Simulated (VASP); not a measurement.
# K3SbI (Pm-3m) in VASP: density of states with PBE

Aim: the density of states of K3SbI with PBE.

All numbers are computed with VASP 6.6.1; they aren't measurements. Logs are shortened: lines on timing, memory, paths and dates and some standing lists are left out, and cuts for length are marked.

## (1) The cell of the first run

Symmetry: Pm-3m, No. 221, cubic system. The conventional cell has a = 6.658 Å, b = 6.658 Å, c = 6.658 Å, α = 90.00°, β = 90.00°, γ = 90.00°. Within 4.4 Å of K (site symmetry 4/mmm) lie 2 Sb at 3.33 Å. Sb (site symmetry m-3m) has 6 K at 3.33 Å within 4.4 Å.

## (2) Density of states, PBE

Contents of POSCAR:

```
K3SbI
1.0
    6.6578514225      0.0000000000      0.0000000000
    0.0000000000      6.6578514225      0.0000000000
    0.0000000000      0.0000000000      6.6578514225
K Sb I
3 1 1
Direct
    0.5000000000      0.5000000000      0.0000000000
    0.0000000000      0.5000000000      0.5000000000
    0.5000000000      0.0000000000      0.5000000000
    0.5000000000      0.5000000000      0.5000000000
    0.0000000000      0.0000000000      0.0000000000
```

Contents of INCAR.step1:

```
ALGO = Normal
EDIFF = 1E-6
ENCUT = 520
GGA = PE
ISIF = 2
ISMEAR = 0
LASPH = True
LCHARG = True
LREAL = False
LWAVE = False
NBANDS = 28
NELM = 100
PREC = Accurate
SIGMA = 0.1
```

Contents of KPOINTS.step1:

```
k-points
0
Gamma
  6 6 6
```

Contents of INCAR.step2:

```
ALGO = Normal
EDIFF = 1E-6
ENCUT = 520
GGA = PE
ICHARG = 11
ISIF = 2
ISMEAR = -5
LASPH = True
LCHARG = False
LORBIT = 11
LREAL = False
LWAVE = False
NEDOS = 2001
NELM = 100
PREC = Accurate
SIGMA = 0.1
```

Contents of KPOINTS.step2:

```
k-points
0
Gamma
  9 9 9
```

Potentials or basis: VASP PAW PBE potentials, release 64 (K_sv, Sb, I).

Command:

```bash
cat potpaw_PBE.64/K_sv/POTCAR potpaw_PBE.64/Sb/POTCAR potpaw_PBE.64/I/POTCAR > POTCAR
cp INCAR.step1 INCAR
cp KPOINTS.step1 KPOINTS
mpirun -np 1 vasp_std > vasp.out
cp INCAR.step2 INCAR
cp KPOINTS.step2 KPOINTS
mpirun -np 1 vasp_std > vasp.out
```

OUTCAR:

```text
EDIFF = 1E-6
   ENCUT = 520
   GGA = PE
   ICHARG = 11
   ISIF = 2
   ISMEAR = -5
   LASPH = True
   LORBIT = 11
   LREAL = False
   NELM = 100
   PREC = Accurate

 ion  position               nearest neighbor table
   1  0.500  0.500  0.000-   4 3.33   4 3.33
   2  0.000  0.500  0.500-   4 3.33   4 3.33
   3  0.500  0.000  0.500-   4 3.33   4 3.33
   4  0.500  0.500  0.500-   1 3.33   2 3.33   3 3.33   1 3.33   3 3.33   2 3.33
   5  0.000  0.000  0.000-

  LATTYP: Found a simple cubic cell.
 ALAT       =     6.6578514225

  Lattice vectors:

 A1 = (   6.6578514225,   0.0000000000,   0.0000000000)
 A2 = (   0.0000000000,   6.6578514225,   0.0000000000)
 A3 = (   0.0000000000,   0.0000000000,   6.6578514225)

Analysis of symmetry for initial positions (statically):
=====================================================================
 Subroutine PRICEL returns:
 Original cell was already a primitive cell.

 Routine SETGRP: Setting up the symmetry group for a
 simple cubic supercell.

 Subroutine GETGRP returns: Found 48 space group operations
 (whereof 48 operations were pure point group operations)
 out of a pool of 48 trial point group operations.

The static configuration has the point symmetry O_h .

Analysis of symmetry for dynamics (positions and initial velocities):
=====================================================================
 Subroutine PRICEL returns:
 Original cell was already a primitive cell.

 Routine SETGRP: Setting up the symmetry group for a
 simple cubic supercell.

 Subroutine GETGRP returns: Found 48 space group operations
 (whereof 48 operations were pure point group operations)
 out of a pool of 48 trial point group operations.

The dynamic configuration has the point symmetry O_h .

 Subroutine INISYM returns: Found 48 space group operations
 (whereof 48 operations are pure point group operations),
 and found     1 'primitive' translations

----------------------------------------------------------------------------------------

                                     Primitive cell

  volume of cell :     295.1225

  direct lattice vectors                    reciprocal lattice vectors
     6.657851423  0.000000000  0.000000000     0.150198606  0.000000000  0.000000000
     0.000000000  6.657851423  0.000000000     0.000000000  0.150198606  0.000000000
     0.000000000  0.000000000  6.657851423     0.000000000  0.000000000  0.150198606

  length of vectors
     6.657851423  6.657851423  6.657851423     0.150198606  0.150198606  0.150198606

  position of ions in fractional coordinates (direct lattice)
     0.500000000  0.500000000  0.000000000
     0.000000000  0.500000000  0.500000000
     0.500000000  0.000000000  0.500000000
     0.500000000  0.500000000  0.500000000
     0.000000000  0.000000000  0.000000000

  ion indices of the primitive-cell ions
   primitive index   ion index
                 1           1
                 2           2
                 3           3
                 4           4
                 5           5

----------------------------------------------------------------------------------------

 KPOINTS: k-points

Automatic generation of k-mesh.
 Grid dimensions read from file:
 generate k-points for:    9    9    9

 Generating k-lattice:

  Cartesian coordinates                     Fractional coordinates (reciprocal lattice)
     0.016688734  0.000000000  0.000000000     0.111111111  0.000000000  0.000000000
     0.000000000  0.016688734  0.000000000     0.000000000  0.111111111  0.000000000
     0.000000000  0.000000000  0.016688734     0.000000000  0.000000000  0.111111111

  Length of vectors
     0.016688734  0.016688734  0.016688734

  Shift w.r.t. Gamma in fractional coordinates (k-lattice)
     0.000000000  0.000000000  0.000000000

 TETIRR: Found    353 inequivalent tetrahedra from     4374

 Subroutine IBZKPT returns following result:
 ===========================================

 Found     35 irreducible k-points:

 Following reciprocal coordinates:
            Coordinates               Weight
  0.000000  0.000000  0.000000      1.000000
  0.111111  0.000000  0.000000      6.000000
  0.222222  0.000000  0.000000      6.000000
  0.333333  0.000000  0.000000      6.000000
  0.444444  0.000000  0.000000      6.000000
  0.111111  0.111111  0.000000     12.000000
[... 16 lines left out ...]
  0.333333  0.333333  0.111111     24.000000
  0.444444  0.333333  0.111111     48.000000
 [... further k-points ...]
   k-points           NKPTS =     35   k-points in BZ     NKDIM =     35   number of bands    NBANDS=     23
   number of dos      NEDOS =   2001   number of ions     NIONS =      5
   total plane-waves  NPLWV = 125000
   dimension x,y,z NGX =    50 NGY =   50 NGZ =   50
   dimension x,y,z NGXF=   100 NGYF=  100 NGZF=  100
   ions per type =               3   1   1
   NGX,Y,Z   is equivalent  to a cutoff of  12.48, 12.48, 12.48 a.u.
   NGXF,Y,Z  is equivalent  to a cutoff of  24.97, 24.97, 24.97 a.u.
 SYSTEM =  unknown system
   PREC   = accura    normal or accurate (medium, high low for compatibility)
   ISTART =      0    job   : 0-new  1-cont  2-samecut
   ICHARG =     11    charge: 1-file 2-atom 10-const
   ISPIN  =      1    spin polarized calculation?
   LNONCOLLINEAR =      F non collinear calculations
   LSORBIT =      F    spin-orbit coupling
   LASPH  =      T    aspherical Exc in radial PAW
   ENCUT  =  520.0 eV  38.22 Ry    6.18 a.u.  12.38 12.38 12.38*2*pi/ulx,y,z
   NELM   =    100;   NELMIN=  2; NELMDL=  0     # of ELM steps
   EDIFF  = 0.1E-05   stopping-criterion for ELM
   LREAL  =      F    real-space projection
   EDIFFG = 0.1E-04   stopping-criterion for IOM
   NSW    =      0    number of steps for IOM
   IBRION =     -1    ionic relax: 0-MD 1-quasi-New 2-CG
   NFREE  =      0    steps in history (QN), initial steepest desc. (CG)
   ISIF   =      2    stress and relaxation
   ISYM   =      2    0-nonsym 1-usesym 2-fastsym
   POTIM  = 0.5000    time-step for ionic-motion
   TEBEG  =    0.0;   TEEND  =   0.0 temperature during run
   PSTRESS=    0.0 pullay stress
   NELECT =      39.0000    total number of electrons
   NUPDOWN=      -1.0000    fix difference up-down
   EMIN   =  10.00;   EMAX   =-10.00  energy-range for DOS
   EFERMI =   0.00;   METHOD = LEGACY
   ISMEAR =    -5;   SIGMA  =   0.10  broadening in eV -4-tet -1-fermi 0-gaus
   EFERMI_NEDOS =   21; number of points for ismear=-14 and -15
   IALGO  =     38    algorithm
   IMIX   =      4    mixing-type and parameters
     AMIX     =   0.40;   BMIX     =  1.00
     AMIX_MAG =   1.60;   BMIX_MAG =  1.00
  volume/ion in A,a.u.               =      59.02       398.32
  Fermi-wavevector in a.u.,A,eV,Ry     =   0.833865  1.575776  9.460544  0.695330
  Thomas-Fermi vector in A             =   1.947160
   LORBIT       =     11    0 simple, 1 ext, 2 COOP (PROOUT), +10 PAW based schemes
   GGA     = PE    functional components
   LHFCALC =     F    Hartree Fock is set to
   AEXX    =    0.0000 exact exchange contribution
   IVDW    =     0    specifies the selected vdW correction
   LEPSILON=     F    determine dielectric tensor
   LRPA    =     F    only Hartree local field effects (RPA)
 non-spin polarized calculation
 Fermi weights with tetrahedron method with Bloechl corrections
  energy-cutoff  :      520.00
  volume of cell :      295.12
 maximum number of plane-waves:      8025
 NGX is ok and might be reduce to    50

 number of electron      38.9999998 magnetization

 Free energy of the ion-electron system (eV)
  ---------------------------------------------------
  ext. energy  EPLUGINS =         0.00000000
  ---------------------------------------------------
  free energy    TOTEN  =       -11.51734784 eV

  energy without entropy =      -11.51734784  energy(sigma->0) =      -11.51734784

 E-fermi :  -0.2920     XC(G=0):  -6.0120

 val. band max:       -0.2859023406   @ k =   0.2222   0.1111   0.1111
 cond. band min:      -0.2963006480   @ k =   0.3333   0.1111   0.1111
 fundamental gap:     -0.0103983074
 Fermi energy:        -0.2919801897

 k-point     1 :       0.0000    0.0000    0.0000
  band No.  band energies     occupation
      1     -30.8312      2.00000
      2     -30.8269      2.00000
      3     -30.8269      2.00000
      4     -14.3641      2.00000
      5     -14.3641      2.00000
      6     -14.3641      2.00000
[... 15 lines left out ...]
     22       2.8805      0.00000
     23       2.8805      0.00000

 k-point     2 :       0.1111    0.0000    0.0000
  band No.  band energies     occupation
      1     -30.8311      2.00000
      2     -30.8270      2.00000
      3     -30.8269      2.00000
      4     -14.3634      2.00000
      5     -14.3634      2.00000
      6     -14.3634      2.00000
[... 15 lines left out ...]
     22       2.9298      0.00000
     23       2.9523      0.00000

 k-point     3 :       0.2222    0.0000    0.0000
  band No.  band energies     occupation
      1     -30.8308      2.00000
      2     -30.8273      2.00000
      3     -30.8269      2.00000
      4     -14.3617      2.00000
      5     -14.3617      2.00000
      6     -14.3616      2.00000
[... 15 lines left out ...]
     22       3.0742      0.00000
     23       3.0910      0.00000
[... 495 lines left out ...]
 k-point    23 :       0.3333    0.3333    0.1111
  band No.  band energies     occupation
      1     -30.8295      2.00000
      2     -30.8280      2.00000
      3     -30.8276      2.00000
      4     -14.3679      2.00000
      5     -14.3603      2.00000
      6     -14.3581      2.00000
[... 15 lines left out ...]
     22       3.1464      0.00000
     23       3.6179      0.00000

 k-point    24 :       0.4444    0.3333    0.1111
  band No.  band energies     occupation
      1     -30.8291      2.00000
      2     -30.8283      2.00000
      3     -30.8277      2.00000
      4     -14.3688      2.00000
      5     -14.3599      2.00000
      6     -14.3586      2.00000
[... 15 lines left out ...]
     22       3.0028      0.00000
     23       3.6590      0.00000

 [... further k-points ...]

------------------------ aborting loop because EDIFF is reached ----------------------------------------

  FORCE on cell =-STRESS in cart. coord.  units (eV):
  Direction    XX          YY          ZZ          XY          YZ          ZX
  --------------------------------------------------------------------------------------
  -------------------------------------------------------------------------------------
  Total       -0.0144612     -0.0144612     -0.0144612      0.0000000      0.0000000      0.0000000
  in kB       -0.0785078     -0.0785078     -0.0785078      0.0000000      0.0000000      0.0000000
  external PRESSURE =      -0.0785078 kB  Pullay stress =       0.0000000 kB

 VOLUME and BASIS-vectors are now :
 -----------------------------------------------------------------------------
  energy-cutoff  :      520.00
  volume of cell :      295.12
      direct lattice vectors                 reciprocal lattice vectors
     6.657851423  0.000000000  0.000000000     0.150198606  0.000000000  0.000000000
     0.000000000  6.657851423  0.000000000     0.000000000  0.150198606  0.000000000
     0.000000000  0.000000000  6.657851423     0.000000000  0.000000000  0.150198606

 POSITION                                       TOTAL-FORCE (eV/Angst)
 -----------------------------------------------------------------------------------
      3.32893      3.32893      0.00000         0.000000      0.000000      0.000000
      0.00000      3.32893      3.32893         0.000000      0.000000      0.000000
      3.32893      0.00000      3.32893         0.000000      0.000000      0.000000
      3.32893      3.32893      3.32893         0.000000      0.000000      0.000000
      0.00000      0.00000      0.00000         0.000000      0.000000      0.000000
 -----------------------------------------------------------------------------------
    total drift:                                0.000000     -0.000000      0.000000

  FREE ENERGIE OF THE ION-ELECTRON SYSTEM (eV)
  ---------------------------------------------------
  free  energy   TOTEN  =       -11.5173478391 eV

  energy  without entropy=      -11.5173478391  energy(sigma->0) =      -11.51734784

 total charge

# of ion       s       p       d       tot
------------------------------------------
    1        1.967   5.565   0.026   7.558
    2        1.967   5.565   0.026   7.558
    3        1.967   5.565   0.026   7.558
    4        1.149   1.317   0.001   2.467
    5        1.497   2.788   0.000   4.285
--------------------------------------------------
tot          8.547  20.799   0.078  29.424
```

Wall time 3.5 min (1 thread of AMD EPYC 7R13 (Zen 3), shared host); peak memory 0.45 GiB.

Results:

```
Valence electrons inside the program's atomic spheres : K 7.56; Sb 2.47; I 4.29
```

Caveat: spin-orbit coupling is left out, which moves the levels of the heavy elements; an odd number of electrons without spin polarisation forces a metal; a magnetic or distorted state may lie lower; tetrahedron occupations give inexact forces and stress in metals.
